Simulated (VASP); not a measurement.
## Ta: single point with PBEsol

Ta:

```xyz
1
Lattice="-1.9063 1.9063 1.2391 1.9063 -1.9063 1.2391 1.9063 1.9063 -1.2391" Properties=species:S:1:pos:R:3 pbc="T T T"
Ta    0.0000    0.0000    0.0000
```

This cell differs from its parent crystal: ratio of the length along z to the lengths across it x 0.65, volume and fractional coordinates fixed.

```yaml
Program: VASP 6.6.1
Task: single point
Functional: PBEsol
Potentials_or_basis: VASP PAW PBE potentials, release 64 (Ta_pv)
Cutoff: 520 eV
k_mesh: 22 × 22 × 22
Occupations: gaussian, width 0.15 eV
Spin: no spin polarisation
```

| Item | Value |
| --- | --- |
| Pressure | 10.1 GPa |

Stress tensor (GPa, compression positive):
```
-3.13  0.00  0.00
 0.00 -3.13  0.00
 0.00  0.00 36.62
```

Levels at points of the mesh, in eV from the Fermi level:
```csv
k point,band 4,band 5,band 6,band 7,band 8,band 9
"(0.00, 0.00, 0.00)",-8.20,-2.46,-1.40,4.53,4.53,5.24
"(0.50, 0.00, 0.00)",-4.56,-3.18,2.96,3.26,5.59,6.80
"(0.50, 0.50, 0.00)",-5.08,-1.31,-0.52,2.11,3.79,7.80
"(0.50, 0.50, 0.50)",-4.62,-4.12,4.96,4.96,7.17,7.41
```

Wall time 90 s on 1 thread of Intel Xeon 6975P-C, on a shared host, peak memory 0.29 GiB.

Caveat: the PAW data sets were made with another functional, which shifts forces and pressure a little; spin-orbit coupling is left out, which moves the levels of the heavy elements.
